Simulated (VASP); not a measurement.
# Ag in VASP: further runs, part 2 of 2

VASP 6.6.1. The steps go on from the part before.

**4. Relaxation of cell and atoms, BLYP+D4**

This run uses another cell than the first one, of 17.05 Å³/atom, 1.009 times its volume.

Input file INCAR:

```
PREC     = Accurate       # precision mode
ENCUT    = 600            # plane-wave cutoff, eV
EDIFF    = 1E-6           # SCF threshold, eV
ISMEAR   = -1             # smearing method
SIGMA    = 0.05           # smearing width, eV
LREAL    = F              # projectors in reciprocal space
LASPH    = T              # aspherical terms in the spheres
NELM     = 60             # most SCF steps
ALGO     = Normal         # electronic algorithm
ISIF     = 3              # what is computed and relaxed
LWAVE    = F              # write WAVECAR
LCHARG   = F              # write CHGCAR
GGA      = B5             # functional
ALDAX    = 1.0          
AGGAX    = 1.0          
AGGAC    = 1.0          
ALDAC    = 0.0          
IVDW     = 13             # dispersion correction
VDW_S6   = 1.0          
VDW_S8   = 2.34076671   
VDW_A1   = 0.44488865   
VDW_A2   = 4.0933009    
IBRION   = 2              # ionic algorithm
NSW      = 60             # ionic steps
EDIFFG   = -0.01          # ionic threshold
```

Input file KPOINTS:

```
Automatic mesh
0
Gamma
  11 11 11
```

Input file POSCAR:

```
Ag
1.0
    0.0000000000      2.0427500000      2.0427500000
    2.0427500000      0.0000000000      2.0427500000
    2.0427500000      2.0427500000      0.0000000000
Ag
1
Direct
    0.0000000000      0.0000000000      0.0000000000
```

Potentials or basis: VASP PAW PBE potentials, release 64 (Ag).

Run with:

```
> cat potpaw_PBE.64/Ag/POTCAR > POTCAR
> mpirun -np 1 vasp_std > vasp.out
```

OUTCAR:

```text
PREC = Accurate
   ENCUT = 600
   EDIFF = 1E-6
   ISMEAR = -1
   LREAL = F
   LASPH = T
   NELM = 60
   ISIF = 3
   GGA = B5
   IVDW = 13
   IBRION = 2
   NSW = 60
   EDIFFG = -0.01

 ion  position               nearest neighbor table
   1  0.000  0.000  0.000-

  LATTYP: Found a face centered cubic cell.
 ALAT       =     4.0855000000

  Lattice vectors:

 A1 = (   0.0000000000,   2.0427500000,   2.0427500000)
 A2 = (   2.0427500000,   0.0000000000,   2.0427500000)
 A3 = (   2.0427500000,   2.0427500000,   0.0000000000)

Analysis of symmetry for initial positions (statically):
=====================================================================
 Subroutine PRICEL returns:
 Original cell was already a primitive cell.

 Routine SETGRP: Setting up the symmetry group for a
 face centered cubic supercell.

 Subroutine GETGRP returns: Found 48 space group operations
 (whereof 48 operations were pure point group operations)
 out of a pool of 48 trial point group operations.

The static configuration has the point symmetry O_h .

Analysis of symmetry for dynamics (positions and initial velocities):
=====================================================================
 Subroutine PRICEL returns:
 Original cell was already a primitive cell.

 Routine SETGRP: Setting up the symmetry group for a
 face centered cubic supercell.

 Subroutine GETGRP returns: Found 48 space group operations
 (whereof 48 operations were pure point group operations)
 out of a pool of 48 trial point group operations.

The dynamic configuration has the point symmetry O_h .

 Subroutine INISYM returns: Found 48 space group operations
 (whereof 48 operations are pure point group operations),
 and found     1 'primitive' translations

----------------------------------------------------------------------------------------

                                     Primitive cell

  volume of cell :      17.0481

  direct lattice vectors                    reciprocal lattice vectors
     0.000000000  2.042750000  2.042750000    -0.244768082  0.244768082  0.244768082
     2.042750000  0.000000000  2.042750000     0.244768082 -0.244768082  0.244768082
     2.042750000  2.042750000  0.000000000     0.244768082  0.244768082 -0.244768082

  length of vectors
     2.888884755  2.888884755  2.888884755     0.423950755  0.423950755  0.423950755

  position of ions in fractional coordinates (direct lattice)
     0.000000000  0.000000000  0.000000000

  ion indices of the primitive-cell ions
   primitive index   ion index
                 1           1

----------------------------------------------------------------------------------------

 KPOINTS: Automatic mesh

Automatic generation of k-mesh.
 Grid dimensions read from file:
 generate k-points for:   11   11   11

 Generating k-lattice:

  Cartesian coordinates                     Fractional coordinates (reciprocal lattice)
    -0.022251644  0.022251644  0.022251644     0.090909091  0.000000000  0.000000000
     0.022251644 -0.022251644  0.022251644     0.000000000  0.090909091  0.000000000
     0.022251644  0.022251644 -0.022251644     0.000000000  0.000000000  0.090909091

  Length of vectors
     0.038540978  0.038540978  0.038540978

  Shift w.r.t. Gamma in fractional coordinates (k-lattice)
     0.000000000  0.000000000  0.000000000

 Subroutine IBZKPT returns following result:
 ===========================================

 Found     56 irreducible k-points:

 Following reciprocal coordinates:
            Coordinates               Weight
  0.000000  0.000000  0.000000      1.000000
  0.090909  0.000000  0.000000      8.000000
  0.181818  0.000000  0.000000      8.000000
  0.272727  0.000000  0.000000      8.000000
  0.363636  0.000000  0.000000      8.000000
  0.454545  0.000000  0.000000      8.000000
[... 16 lines left out ...]
 -0.272727  0.181818  0.000000     24.000000
 -0.181818  0.181818  0.000000     12.000000
 [... further k-points ...]
   k-points           NKPTS =     56   k-points in BZ     NKDIM =     56   number of bands    NBANDS=      9
   number of dos      NEDOS =    301   number of ions     NIONS =      1
   total plane-waves  NPLWV =  13824
   dimension x,y,z NGX =    24 NGY =   24 NGZ =   24
   dimension x,y,z NGXF=    48 NGYF=   48 NGZF=   48
   ions per type =               1
   NGX,Y,Z   is equivalent  to a cutoff of  13.81, 13.81, 13.81 a.u.
   NGXF,Y,Z  is equivalent  to a cutoff of  27.62, 27.62, 27.62 a.u.
 SYSTEM =  unknown system
   PREC   = accura    normal or accurate (medium, high low for compatibility)
   ISTART =      0    job   : 0-new  1-cont  2-samecut
   ICHARG =      2    charge: 1-file 2-atom 10-const
   ISPIN  =      1    spin polarized calculation?
   LNONCOLLINEAR =      F non collinear calculations
   LSORBIT =      F    spin-orbit coupling
   LASPH  =      T    aspherical Exc in radial PAW
   ENCUT  =  600.0 eV  44.10 Ry    6.64 a.u.   5.77  5.77  5.77*2*pi/ulx,y,z
   NELM   =     60;   NELMIN=  2; NELMDL= -5     # of ELM steps
   EDIFF  = 0.1E-05   stopping-criterion for ELM
   LREAL  =      F    real-space projection
   EDIFFG = -.1E-01   stopping-criterion for IOM
   NSW    =     60    number of steps for IOM
   IBRION =      2    ionic relax: 0-MD 1-quasi-New 2-CG
   NFREE  =      1    steps in history (QN), initial steepest desc. (CG)
   ISIF   =      3    stress and relaxation
   ISYM   =      2    0-nonsym 1-usesym 2-fastsym
   POTIM  = 0.5000    time-step for ionic-motion
   TEBEG  =    0.0;   TEEND  =   0.0 temperature during run
   PSTRESS=    0.0 pullay stress
   NELECT =      11.0000    total number of electrons
   NUPDOWN=      -1.0000    fix difference up-down
   EMIN   =  10.00;   EMAX   =-10.00  energy-range for DOS
   EFERMI =   0.00;   METHOD = LEGACY
   ISMEAR =    -1;   SIGMA  =   0.05  broadening in eV -4-tet -1-fermi 0-gaus
   EFERMI_NEDOS =   21; number of points for ismear=-14 and -15
   IALGO  =     38    algorithm
   IMIX   =      4    mixing-type and parameters
     AMIX     =   0.40;   BMIX     =  1.00
     AMIX_MAG =   1.60;   BMIX_MAG =  1.00
  volume/ion in A,a.u.               =      17.05       115.05
  Fermi-wavevector in a.u.,A,eV,Ry     =   1.414644  2.673290 27.228221  2.001218
  Thomas-Fermi vector in A             =   2.536165
   LORBIT       =      0    0 simple, 1 ext, 2 COOP (PROOUT), +10 PAW based schemes
   GGA     = B5    functional components
   LHFCALC =     F    Hartree Fock is set to
   AEXX    =    0.0000 exact exchange contribution
   IVDW    =    13    specifies the selected vdW correction
   LEPSILON=     F    determine dielectric tensor
   LRPA    =     F    only Hartree local field effects (RPA)
 conjugate gradient relaxation of ions
 non-spin polarized calculation
  energy-cutoff  :      600.00
  volume of cell :       17.05
 maximum number of plane-waves:       578
   NGX = 11   NGY = 11   NGZ = 11

--------------------------------------- Ionic step        1  -------------------------------------------

 number of electron      10.9999999 magnetization

 Free energy of the ion-electron system (eV)
  ---------------------------------------------------
  ext. energy  EPLUGINS =         0.00000000
  ---------------------------------------------------
  free energy    TOTEN  =        -2.01906270 eV

  energy without entropy =       -2.01547010  energy(sigma->0) =       -2.01726640

------------------------ aborting loop because EDIFF is reached ----------------------------------------

  DFT-D4 for vdW energy calculation

  Edisp (eV):   -1.09283
[... 108 lines left out ...]
--------------------------------------- Ionic step        4  -------------------------------------------

 number of electron      10.9999999 magnetization

 Free energy of the ion-electron system (eV)
  ---------------------------------------------------
  ext. energy  EPLUGINS =         0.00000000
  ---------------------------------------------------
  free energy    TOTEN  =        -2.04163292 eV

  energy without entropy =       -2.03782641  energy(sigma->0) =       -2.03972966

 E-fermi :   9.0200     XC(G=0): -11.5179

 val. band max:        8.6400614664   @ k =   0.4545   0.2727   0.0000
 cond. band min:       9.0395674871   @ k =  -0.2727   0.2727   0.0000
 fundamental gap:      0.3995060207
 Fermi energy:         9.0199972240

 k-point     1 :       0.0000    0.0000    0.0000
  band No.  band energies     occupation
      1       1.1246      2.00000
      2       3.8568      2.00000
      3       3.8568      2.00000
      4       3.8568      2.00000
      5       4.8524      2.00000
      6       4.8524      2.00000
      7      24.9416      0.00000
      8      28.1712      0.00000
      9      28.1712      0.00000
[... 265 lines left out ...]
 k-point    24 :      -0.1818    0.1818    0.0000
  band No.  band energies     occupation
      1       3.0753      2.00000
      2       3.4897      2.00000
      3       4.0944      2.00000
      4       4.4528      2.00000
      5       4.4827      2.00000
      6       6.0178      2.00000
      7      20.5332      0.00000
      8      20.9651      0.00000
      9      27.3587      0.00000

 [... further k-points ...]

------------------------ aborting loop because EDIFF is reached ----------------------------------------

  DFT-D4 for vdW energy calculation

  Edisp (eV):   -1.07250
[... 24 lines left out ...]
  FREE ENERGIE OF THE ION-ELECTRON SYSTEM (eV)
  ---------------------------------------------------
  free  energy   TOTEN  =        -3.1141304695 eV

  energy  without entropy=       -3.1103239610  energy(sigma->0) =       -3.11222722

 reached required accuracy - stopping structural energy minimisation
```

It took 58 s on 1 thread of Intel Xeon 8259CL, shared host; peak memory 0.16 GiB.

Results:

* Free energy: -3.1141 eV
* Relaxed volume: 17.38 Å³/atom
* Relaxed cell: a = 2.908 Å, b = 2.908 Å, c = 2.908 Å, α = 60.00°, β = 60.00°, γ = 60.00°
* Space group after relaxing (to 0.05 Å): Fm-3m (No. 225)
* Energy gained by relaxing: 2.2 meV/atom
* Ionic steps: 4
* Pressure after relaxing: 0.1 GPa
* Dispersion energy per atom: -1.073 eV

The path:
```
step  energy change (eV)  largest force (eV/Å)  pressure (GPa)  volume (Å³)
   1              0.0000                0.0000            2.11        17.05
   2             -0.0015                0.0000           -1.16        17.61
   3             -0.0023                0.0000           -0.11        17.40
   4             -0.0022                0.0000            0.06        17.38
```

Final structure:
```xyz
1
Lattice="0.0000 2.0559 2.0559 2.0559 0.0000 2.0559 2.0559 2.0559 0.0000" Properties=species:S:1:pos:R:3 pbc="T T T"
Ag    0.0000    0.0000    0.0000
```

Levels at points of the mesh, in eV from the Fermi level:
```csv
k point,band 2,band 3,band 4,band 5,band 6,band 7,band 8,band 9
"(0.00, 0.00, 0.00)",-5.16,-5.16,-5.16,-4.17,-4.17,15.92,19.15,19.15
```

Caveat: the PAW data sets were made with another functional, which shifts forces and pressure a little; pairwise dispersion overbinds metals, which lowers pressure and volume. Zero-point motion and thermal expansion aren't in these numbers.

**5. Single point, PBE (the cell strained at random)**

Input file INCAR:

```
PREC = Accurate ; ENCUT = 520
EDIFF = 1E-7 ; ISMEAR = -1
SIGMA = 0.03 ; LREAL = F
LASPH = T ; NELM = 80
ALGO = Normal ; ISIF = 2
LWAVE = F ; LCHARG = F
GGA = PE ; NBANDS = 12
```

Input file KPOINTS:

```
Automatic mesh
0
Gamma
  8 8 8
```

Input file POSCAR:

```
Ag
1.0
   -0.0461030000      2.0572090000      2.0726950000
    2.0307820000      0.0052840000      2.0213070000
    2.0322150000      2.0072550000      0.0038510000
Ag
1
Direct
    0.0000000000      0.0000000000      0.0000000000
```

Run with:

```
> cat potpaw_PBE.64/Ag/POTCAR > POTCAR
> mpirun -np 1 vasp_std > vasp.out
```

Wall time 52 s (1 thread of Intel Xeon 8259CL, shared host); peak memory 0.18 GiB.

Results (log left out):

* Free energy: -2.6735 eV
* Pressure: 5.3 GPa

Stress tensor (GPa, compression positive):
```
 5.41  1.33  1.59
 1.33  5.27 -1.15
 1.59 -1.15  5.14
```

Levels at points of the mesh, in eV from the Fermi level:
| k point | band 4 | band 5 | band 6 | band 7 | band 8 | band 9 |
| --- | --- | --- | --- | --- | --- | --- |
| (0.00, 0.00, 0.00) | -4.60 | -3.69 | -3.62 | 16.05 | 18.97 | 20.03 |
| (0.50, 0.00, 0.00) | -2.92 | -2.90 | -0.55 | 3.23 | 15.67 | 18.42 |
| (0.00, 0.50, 0.00) | -2.93 | -2.78 | -0.19 | 3.91 | 15.19 | 17.50 |
| (0.50, 0.50, 0.00) | -2.68 | -2.62 | 1.70 | 6.83 | 10.41 | 11.19 |
| (0.00, 0.00, 0.50) | -2.95 | -2.77 | -0.20 | 3.89 | 15.24 | 17.63 |
| (0.50, 0.00, 0.50) | -2.67 | -2.63 | 1.83 | 7.02 | 10.25 | 11.07 |
| (0.00, 0.50, 0.50) | -2.67 | -2.64 | 1.62 | 6.72 | 10.39 | 11.37 |
| (0.50, 0.50, 0.50) | -2.92 | -2.79 | -0.23 | 3.84 | 15.19 | 17.54 |

Caveat: the cell differs from its parent crystal (the cell strained at random).

**6. Single point, BLYP (the cell strained at random)**

Input file INCAR:

```
PREC     = Accurate       # precision mode
ENCUT    = 520            # plane-wave cutoff, eV
EDIFF    = 1E-6           # SCF threshold, eV
ISMEAR   = 0              # smearing method
SIGMA    = 0.01           # smearing width, eV
LREAL    = F              # projectors in reciprocal space
LASPH    = T              # aspherical terms in the spheres
NELM     = 100            # most SCF steps
ALGO     = Fast           # electronic algorithm
ISIF     = 2              # what is computed and relaxed
LWAVE    = F              # write WAVECAR
LCHARG   = F              # write CHGCAR
GGA      = B5             # functional
ALDAX    = 1.0          
AGGAX    = 1.0          
AGGAC    = 1.0          
ALDAC    = 0.0          
NBANDS   = 12             # bands
```

Input file KPOINTS:

```
regular mesh
0
Gamma
  11 11 11
```

POSCAR is that of step 5.

Potentials or basis: VASP PAW PBE potentials, release 64 (Ag).

Run with:

```
> cat potpaw_PBE.64/Ag/POTCAR > POTCAR
> mpirun -np 1 vasp_std > vasp.out
```

Wall time 2.4 min (1 thread of Intel Xeon 8259CL, shared host); peak memory 0.25 GiB.

Results (log left out):

```yaml
Free_energy: -2.0144 eV
Pressure: 12.4 GPa
```

Stress tensor (GPa, compression positive):
```
12.34  0.91  0.87
 0.91 12.53 -1.34
 0.87 -1.34 12.34
```

Levels at points of the mesh, in eV from the Fermi level:
```tsv
k point	band 3	band 4	band 5	band 6	band 7	band 8	band 9	band 10
(0.00, 0.00, 0.00)	-5.17	-5.10	-4.19	-4.12	15.90	18.61	19.68	19.86
```

Caveat: the cell differs from its parent crystal (the cell strained at random); the PAW data sets were made with another functional, which shifts forces and pressure a little.

**7. Summary**

```tsv
task	level	cell	k mesh	cutoff (eV)	smearing	gap on the mesh (eV)	pressure (GPa)	relaxed volume (Å³/atom)
single point	r2SCAN+rVV10	a = 2.880 Å, angles 60.0°, 1 atom	11 × 11 × 11	520	fermi-dirac 0.05 eV	none	0.5	-
relaxation of cell and atoms	revPBE+D3(BJ)	relaxed from a = 2.889 Å, angles 60.0°, 1 atom	11 × 11 × 11	600	fermi-dirac 0.05 eV	none	0.0	16.46
relaxation of cell and atoms	BLYP+D4	relaxed from a = 2.889 Å, angles 60.0°, 1 atom	11 × 11 × 11	600	fermi-dirac 0.05 eV	none	0.1	17.38
single point	PBE	a = 2.921, b = 2.865, c = 2.856 Å, angles 59.6, 61.0, 60.6°, 1 atom	8 × 8 × 8	520	fermi-dirac 0.03 eV	none	5.3	-
single point	BLYP	a = 2.921, b = 2.865, c = 2.856 Å, angles 59.6, 61.0, 60.6°, 1 atom	11 × 11 × 11	520	gaussian 0.01 eV	none	12.4	-
```

Alike in all rows: potentials or basis VASP PAW PBE potentials, release 64 (Ag); no spin polarisation.

Caveats: the PAW data sets were made with another functional, which shifts forces and pressure a little (some runs); pairwise dispersion overbinds metals, which lowers pressure and volume (some runs).

Absolute energies hang on the potentials; compare differences alone.
